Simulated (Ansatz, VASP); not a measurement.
PbSe: VASP beside Ansatz

```
Pb Se
1.0
     0.00000    3.44879    3.44879
     3.44879    0.00000    3.44879
     3.44879    3.44879    0.00000
Pb Se
1 1
Cartesian
  0.0000 0.0000 0.0000
  1.7244 1.7244 1.7244
```

Alike in both runs: task single point; functional PBE; k mesh 6 × 6 × 6; no spin polarisation.

```csv
,VASP,Ansatz
version,VASP 6.6.1,Ansatz 0.2.0
potentials or method,"VASP PAW PBE potentials, release 64 (Pb_d, Se)","plane waves, PAW"
plane-wave cutoff (eV),520,420
occupations,"gaussian, width 0.01 eV",fixed
valence electrons in the cell,20,30
```

```tsv
	VASP	Ansatz	Ansatz less VASP
gap on the k mesh at the Fermi level (eV)	0.79	0.79	-0.001
pressure (GPa)	0.0	0.0	+0.01
```

VASP's potentials hold 20 valence electrons a cell and Ansatz's 30, so a difference there can come from the potentials and not from the codes.

Neither program's run includes spin-orbit coupling.
